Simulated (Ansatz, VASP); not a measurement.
**Two plane-wave programs on W**

File INCAR:

```
SYSTEM = W
PREC     = Accurate       ! precision mode
ENCUT    = 520            ! plane-wave cutoff, eV
EDIFF    = 1E-8           ! SCF threshold, eV
ISMEAR   = -1             ! smearing method
SIGMA    = 0.03           ! smearing width, eV
LREAL    = .FALSE.        ! projectors in reciprocal space
LASPH    = .TRUE.         ! aspherical terms in the spheres
NELM     = 80             ! most SCF steps
ALGO     = Normal         ! electronic algorithm
ISIF     = 2              ! what is computed and relaxed
LWAVE    = .FALSE.        ! write WAVECAR
LCHARG   = .FALSE.        ! write CHGCAR
GGA      = PE             ! functional
IVDW     = 12             ! dispersion correction
LEFG     = .TRUE.       
NBANDS   = 13             ! bands
```

Contents of KPOINTS:

```
Automatic mesh
0
G
  14 14 14
  0 0 0
```

The input POSCAR:

```
W
1.0
   -1.5653540000      1.5653540000      1.5973000000
    1.5653540000     -1.5653540000      1.5973000000
    1.5653540000      1.5653540000     -1.5973000000
W
1
Direct
    0.0000000000      0.0000000000      0.0000000000
```

Input for Ansatz:

```yaml
crystal:
  lattice:
    - [-1.565354, 1.565354, 1.5973]
    - [1.565354, -1.565354, 1.5973]
    - [1.565354, 1.565354, -1.5973]
  atoms:
    - { symbol: W, position: [0.0, 0.0, 0.0] }
kpoints:
  mp_grid: { grid: [14, 14, 14] }
scf:
  occupations: { method: fermi_dirac, width: 0.03 }
hamiltonian:
  xc: pbe
  pseudopotentials: { kind: paw }
  dispersion: d3bj
output:
  forces: true
  stress: true
  eigenvalues: true
  efg: { contact_densities: true }
```

Alike in both runs: task electric field gradients; functional PBE; dispersion D3(BJ); k mesh 14 × 14 × 14; occupations fermi-dirac, width 0.03 eV; no spin polarisation.

|  | VASP | Ansatz |
| --- | --- | --- |
| version | VASP 6.6.1 | Ansatz 0.2.0 |
| potentials or method | VASP PAW PBE potentials, release 64 (W_sv) | PAW with Ansatz's default frozen-core files, scalar-relativistic |
| plane-wave cutoff (eV) | 520 | 420 |
| valence electrons in the cell | 14 | 14 |

```csv
,VASP,Ansatz,Ansatz less VASP
gap on the k mesh at the Fermi level (eV),none,none,-
pressure (GPa),3.3,2.6,-0.64
"traceless stress, the component that is largest in VASP (GPa)",-3.14,-3.10,+0.046
```

A gap of «none» marks a metal or a gap that the smearing closes.

Spin-orbit coupling is off throughout.
